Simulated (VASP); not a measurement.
# W (Fd-3m) in VASP: further runs

The runs below take W through single point, relaxation of cell and atoms, with revPBE.

All numbers are computed with VASP 6.6.1; they aren't measurements. Logs are shortened: lines on timing, memory, paths and dates and some standing lists are left out, and cuts for length are marked.

**1. The cell of the first run**

It takes space group Fd-3m (No. 227, cubic). The conventional cell has a = 6.083 Å, b = 6.083 Å, c = 6.083 Å, α = 90.00°, β = 90.00°, γ = 90.00°. W (site symmetry -43m) has 4 W at 2.63 Å within 3.5 Å.

This isn't the form of W at room conditions, which is bcc.

**2. Single point, revPBE (28.14 Å³/atom)**

INCAR reads:

```
SYSTEM = W
PREC = Accurate
ENCUT = 520
EDIFF = 1E-6
ISMEAR = -1
SIGMA = 0.1
LREAL = .FALSE.
LASPH = .TRUE.
NELM = 80
ALGO = Normal
ISIF = 2
LWAVE = .FALSE.
LCHARG = .FALSE.
GGA = RE
NBANDS = 21
```

KPOINTS reads:

```
Automatic mesh
0
G
  11 11 11
  0 0 0
```

POSCAR reads:

```
W
1.0
    0.0000000000      3.0415068871      3.0415068871
    3.0415068871      0.0000000000      3.0415068871
    3.0415068871      3.0415068871      0.0000000000
W
2
Direct
    0.1250000000      0.1250000000      0.1250000000
    0.8750000000      0.8750000000      0.8750000000
```

Potentials or basis: VASP PAW PBE potentials, release 64 (W_sv).

Run with:

```bash
$ cat potpaw_PBE.64/W_sv/POTCAR > POTCAR
$ mpirun -np 1 vasp_std > vasp.out
```

OUTCAR:

```text
SYSTEM = W
   PREC = Accurate
   ENCUT = 520
   EDIFF = 1E-6
   ISMEAR = -1
   LREAL = .FALSE.
   LASPH = .TRUE.
   NELM = 80
   ISIF = 2
   GGA = RE

 ion  position               nearest neighbor table
   1  0.125  0.125  0.125-   2 2.63   2 2.63   2 2.63   2 2.63
   2  0.875  0.875  0.875-   1 2.63   1 2.63   1 2.63   1 2.63

  LATTYP: Found a face centered cubic cell.
 ALAT       =     6.0830137742

  Lattice vectors:

 A1 = (   0.0000000000,   3.0415068871,   3.0415068871)
 A2 = (   3.0415068871,   0.0000000000,   3.0415068871)
 A3 = (   3.0415068871,   3.0415068871,   0.0000000000)

Analysis of symmetry for initial positions (statically):
=====================================================================
 Subroutine PRICEL returns:
 Original cell was already a primitive cell.

 Routine SETGRP: Setting up the symmetry group for a
 face centered cubic supercell.

 Subroutine GETGRP returns: Found 48 space group operations
 (whereof 12 operations were pure point group operations)
 out of a pool of 48 trial point group operations.

The static configuration has the point symmetry D_3d.
 The point group associated with its full space group is O_h .

Analysis of symmetry for dynamics (positions and initial velocities):
=====================================================================
 Subroutine PRICEL returns:
 Original cell was already a primitive cell.

 Routine SETGRP: Setting up the symmetry group for a
 face centered cubic supercell.

 Subroutine GETGRP returns: Found 48 space group operations
 (whereof 12 operations were pure point group operations)
 out of a pool of 48 trial point group operations.

The dynamic configuration has the point symmetry D_3d.
 The point group associated with its full space group is O_h .

 Subroutine INISYM returns: Found 48 space group operations
 (whereof 12 operations are pure point group operations),
 and found     1 'primitive' translations

----------------------------------------------------------------------------------------

                                     Primitive cell

  volume of cell :      56.2725

  direct lattice vectors                    reciprocal lattice vectors
     0.000000000  3.041506887  3.041506887    -0.164392197  0.164392197  0.164392197
     3.041506887  0.000000000  3.041506887     0.164392197 -0.164392197  0.164392197
     3.041506887  3.041506887  0.000000000     0.164392197  0.164392197 -0.164392197

  length of vectors
[... 78 lines left out ...]
   LSORBIT =      F    spin-orbit coupling
   LASPH  =      T    aspherical Exc in radial PAW
   ENCUT  =  520.0 eV  38.22 Ry    6.18 a.u.   8.00  8.00  8.00*2*pi/ulx,y,z
   NELM   =     80;   NELMIN=  2; NELMDL= -5     # of ELM steps
   EDIFF  = 0.1E-05   stopping-criterion for ELM
   LREAL  =      F    real-space projection
   EDIFFG = 0.1E-04   stopping-criterion for IOM
   NSW    =      0    number of steps for IOM
   IBRION =     -1    ionic relax: 0-MD 1-quasi-New 2-CG
   NFREE  =      0    steps in history (QN), initial steepest desc. (CG)
   ISIF   =      2    stress and relaxation
   ISYM   =      2    0-nonsym 1-usesym 2-fastsym
   POTIM  = 0.5000    time-step for ionic-motion
   TEBEG  =    0.0;   TEEND  =   0.0 temperature during run
   PSTRESS=    0.0 pullay stress
   NELECT =      28.0000    total number of electrons
   NUPDOWN=      -1.0000    fix difference up-down
   EMIN   =  10.00;   EMAX   =-10.00  energy-range for DOS
   EFERMI =   0.00;   METHOD = LEGACY
   ISMEAR =    -1;   SIGMA  =   0.10  broadening in eV -4-tet -1-fermi 0-gaus
   EFERMI_NEDOS =   21; number of points for ismear=-14 and -15
   IALGO  =     38    algorithm
   IMIX   =      4    mixing-type and parameters
     AMIX     =   0.40;   BMIX     =  1.00
     AMIX_MAG =   1.60;   BMIX_MAG =  1.00
  volume/ion in A,a.u.               =      28.14       189.87
  Fermi-wavevector in a.u.,A,eV,Ry     =   1.297265  2.451475 22.897197  1.682897
  Thomas-Fermi vector in A             =   2.428669
   LORBIT       =      0    0 simple, 1 ext, 2 COOP (PROOUT), +10 PAW based schemes
   GGA     = RE    functional components
   LHFCALC =     F    Hartree Fock is set to
   AEXX    =    0.0000 exact exchange contribution
   IVDW    =     0    specifies the selected vdW correction
   LEPSILON=     F    determine dielectric tensor
   LRPA    =     F    only Hartree local field effects (RPA)
 non-spin polarized calculation
  energy-cutoff  :      520.00
  volume of cell :       56.27
 maximum number of plane-waves:      1536
   NGX = 15   NGY = 15   NGZ = 15

 number of electron      27.9999999 magnetization

 Free energy of the ion-electron system (eV)
  ---------------------------------------------------
  ext. energy  EPLUGINS =         0.00000000
  ---------------------------------------------------
  free energy    TOTEN  =       -19.63178144 eV

  energy without entropy =      -19.52706912  energy(sigma->0) =      -19.57942528

 E-fermi :   4.1442     XC(G=0): -10.1002

 val. band max:        4.1344228484   @ k =  -0.2727   0.1818   0.0000
 cond. band min:       4.1461361626   @ k =  -0.4545   0.3636   0.0909
 fundamental gap:      0.0117133142
 Fermi energy:         4.1442269138

 k-point     1 :       0.0000    0.0000    0.0000
  band No.  band energies     occupation
      1     -69.1580      2.00000
      2     -68.9698      2.00000
      3     -33.5922      2.00000
      4     -33.5922      2.00000
      5     -33.5922      2.00000
      6     -32.9610      2.00000
[... 565 lines left out ...]
     20      11.2315      0.00000
     21      11.8804      0.00000

 [... further k-points ...]

------------------------ aborting loop because EDIFF is reached ----------------------------------------

  FORCE on cell =-STRESS in cart. coord.  units (eV):
  Direction    XX          YY          ZZ          XY          YZ          ZX
  --------------------------------------------------------------------------------------
  -------------------------------------------------------------------------------------
  Total       -3.6557651     -3.6557651     -3.6557651      0.0000000      0.0000000     -0.0000000
  in kB     -104.0860324   -104.0860324   -104.0860324      0.0000000      0.0000000     -0.0000000
  external PRESSURE =    -104.0860324 kB  Pullay stress =       0.0000000 kB

 VOLUME and BASIS-vectors are now :
 -----------------------------------------------------------------------------
  energy-cutoff  :      520.00
  volume of cell :       56.27
      direct lattice vectors                 reciprocal lattice vectors
     0.000000000  3.041506887  3.041506887    -0.164392197  0.164392197  0.164392197
     3.041506887  0.000000000  3.041506887     0.164392197 -0.164392197  0.164392197
     3.041506887  3.041506887  0.000000000     0.164392197  0.164392197 -0.164392197

 POSITION                                       TOTAL-FORCE (eV/Angst)
 -----------------------------------------------------------------------------------
      0.76038      0.76038      0.76038        -0.000000     -0.000000     -0.000000
      5.32264      5.32264      5.32264         0.000000      0.000000      0.000000
 -----------------------------------------------------------------------------------
    total drift:                                0.000000      0.000000     -0.000000

  FREE ENERGIE OF THE ION-ELECTRON SYSTEM (eV)
  ---------------------------------------------------
  free  energy   TOTEN  =       -19.6317814425 eV

  energy  without entropy=      -19.5270691196  energy(sigma->0) =      -19.57942528
```

It took 62 s on 1 thread of Intel Xeon 8259CL, shared host; peak memory 0.2 GiB.

What came out:

```
Free energy            : -19.6318 eV
Pressure               : -10.4 GPa
Band gap on the k mesh : zero (bands 14 and 15 overlap by 0.99 eV)
```

Caveat: the cell stands under tension; the PAW data sets were made with another functional, which shifts forces and pressure a little; spin-orbit coupling is left out, which moves the levels of the heavy elements.

**3. Relaxation of cell and atoms, revPBE**

This run uses another cell than the first one, of 21.39 Å³/atom.

INCAR reads:

```
SYSTEM = W
PREC = Accurate
ENCUT = 600
EDIFF = 1E-6
ISMEAR = -1
SIGMA = 0.1
LREAL = .False.
LASPH = .True.
NELM = 100
ALGO = Normal
ISIF = 3
LWAVE = .False.
LCHARG = .False.
GGA = RE
IBRION = 2
NSW = 80
EDIFFG = -0.01
```

KPOINTS reads:

```
Automatic mesh
0
Gamma
  10 10 10
  0 0 0
```

POSCAR reads:

```
W
1.0
    0.0000000000      2.7760741367      2.7760741367
    2.7760741367      0.0000000000      2.7760741367
    2.7760741367      2.7760741367      0.0000000000
W
2
Direct
    0.1250000000      0.1250000000      0.1250000000
    0.8750000000      0.8750000000      0.8750000000
```

Potentials or basis: VASP PAW PBE potentials, release 64 (W_sv).

Run with:

```bash
$ cat potpaw_PBE.64/W_sv/POTCAR > POTCAR
$ mpirun -np 1 vasp_std > vasp.out
```

Wall time 4.4 min (1 thread of Intel Xeon 8259CL, shared host); peak memory 0.21 GiB.

The run converged. Its results:

```
Free energy                           : -19.8330 eV
Relaxed volume                        : 25.21 Å³/atom
Relaxed cell                          : a = 4.147 Å, b = 4.147 Å, c = 4.147 Å, α = 60.00°, β = 60.00°, γ = 60.00°
Space group after relaxing (to 0.1 Å) : Fd-3m (No. 227)
Energy gained by relaxing             : 277.2 meV/atom
Ionic steps                           : 19
Pressure after relaxing               : 0.1 GPa
Band gap on the k mesh                : zero (bands 14 and 15 overlap by 0.90 eV)
```

Step by step:
```csv
step,energy change (eV),largest force (eV/Å),pressure (GPa),volume (Å³)
1,0.0000,0.0000,26.56,42.79
2,0.8897,0.0000,-19.43,68.72
3,-0.5504,0.0000,-1.71,51.19
4,-0.5544,0.0000,-0.28,50.56
5,-0.5545,0.0000,0.10,50.39
6,-0.5545,0.0000,0.10,50.39
7,-0.5545,0.0000,0.11,50.40
8,-0.5545,0.0000,0.09,50.40
9,-0.5545,0.0000,0.09,50.40
10,-0.5545,0.0000,0.09,50.40
11,-0.5545,0.0000,0.09,50.40
12,-0.5545,0.0000,0.09,50.40
13,-0.5545,0.0000,0.09,50.40
14,-0.5545,0.0000,0.09,50.40
15,-0.5545,0.0000,0.09,50.40
16,-0.5545,0.0000,0.10,50.40
17,-0.5545,0.0000,0.11,50.40
18,-0.5545,0.0000,0.07,50.41
19,-0.5545,0.0000,0.06,50.42
```

Final structure:
```cif
data_structure
_symmetry_space_group_name_H-M 'P 1'
_symmetry_Int_Tables_number 1
_cell_length_a 4.1466
_cell_length_b 4.1466
_cell_length_c 4.1466
_cell_angle_alpha 60.000
_cell_angle_beta 60.000
_cell_angle_gamma 60.000
_cell_volume 50.42
loop_
_atom_site_label
_atom_site_type_symbol
_atom_site_fract_x
_atom_site_fract_y
_atom_site_fract_z
_atom_site_occupancy
W1 W 0.12500 0.12500 0.12500 1
W2 W 0.87500 0.87500 0.87500 1
```

Levels at points of the mesh, in eV from the Fermi level:
```csv
k point,band 10,band 11,band 12,band 13,band 14,band 15,band 16,band 17,band 18
"(0.00, 0.00, 0.00)",-1.77,-1.77,-1.06,-1.06,-1.06,1.53,1.53,1.53,5.16
"(0.50, 0.00, 0.00)",-1.75,-1.56,-1.56,-1.20,-1.20,-0.45,2.64,2.64,4.21
"(0.50, 0.50, 0.00)",-2.64,-1.33,-1.33,-1.11,-1.11,1.10,1.10,4.58,4.58
```

Caveat: the volume moved by over 15 % at a fixed basis, so the end points are rough; the PAW data sets were made with another functional, which shifts forces and pressure a little; spin-orbit coupling is left out, which moves the levels of the heavy elements.
